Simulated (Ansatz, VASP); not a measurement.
**KCl in VASP and in Ansatz**

POSCAR

```
KCl
1.0
    0.0000000000      3.1448483221      3.1448483221
    3.0879265675      0.0000000000      3.1448483221
    3.0879265675      3.1448483221      0.0000000000
K Cl
1 1
Direct
    0.0000000000      0.0000000000      0.0000000000
    0.5000000000      0.5000000000      0.5000000000
```

The input INCAR.step1:

```
  ALGO = Normal
  EDIFF = 1E-4
  ENCUT = 520
  GGA = PE
  ISMEAR = 0
  LASPH = True
  LCHARG = False
  LREAL = False
  LWAVE = True
  NBANDS = 15
  NELM = 80
  PREC = Accurate
  SIGMA = 0.01
```

The input INCAR.step2:

```
  ALGO = Normal
  EDIFF = 1E-6
  ENCUT = 520
  ISIF = 2
  ISMEAR = 0
  ISTART = 1
  LASPH = True
  LCHARG = False
  LMIXTAU = True
  LREAL = False
  LWAVE = False
  METAGGA = R2SCAN
  NBANDS = 15
  NELM = 80
  PREC = Accurate
  SIGMA = 0.01
```

KPOINTS

```
k-points
0
Gamma
  8 8 8
```

Input for Ansatz:

```yaml
crystal:
  lattice:
    - [0.0, 3.1448483221, 3.1448483221]
    - [3.0879265675, 0.0, 3.1448483221]
    - [3.0879265675, 3.1448483221, 0.0]
  atoms:
    - { symbol: K, position: [0.0, 0.0, 0.0] }
    - { symbol: Cl, position: [0.5, 0.5, 0.5] }
kpoints:
  mp_grid: { grid: [8, 8, 8] }
  band_path:
    path:
      - [0.0, 0.0, 0.0]
      - [0.5, 0.0, 0.5]
      - [0.625, 0.25, 0.625]
      - [0.375, 0.375, 0.75]
      - [0.5, 0.5, 0.5]
      - [0.5, 0.25, 0.75]
    npoints: 1
hamiltonian:
  xc: r2scan
scf:
  occupations: { method: fixed }
  n_extra_bands: 4
output:
  forces: true
  stress: true
  eigenvalues: true
```

Change from the starting cell: uniaxial_x strain -1.8%.

Alike in both runs: task single point; functional r2SCAN; k mesh 8 × 8 × 8; no spin polarisation.

|  | VASP | Ansatz |
| --- | --- | --- |
| version | VASP 6.6.1 | Ansatz 0.2.0 |
| potentials or method | VASP PAW PBE potentials, release 64 (K_sv, Cl) | plane waves, PAW |
| plane-wave cutoff (eV) | 520 | 500 |
| occupations | gaussian, width 0.01 eV | fixed |
| valence electrons in the cell | 16 | 16 |

Ansatz gave:

| Quantity | Value |
| --- | --- |
| gap on the k mesh at the Fermi level (eV) | 5.88 |
| pressure (GPa) | 0.4 |
| traceless stress, the component that is largest in VASP (GPa) | 0.56 |

What did VASP give for the same quantities?

gap on the k mesh at the Fermi level (eV): 5.89; pressure (GPa): 0.4; traceless stress, the component that is largest in VASP (GPa): 0.57.

VASP's potentials were made for PBE, not for r2SCAN.
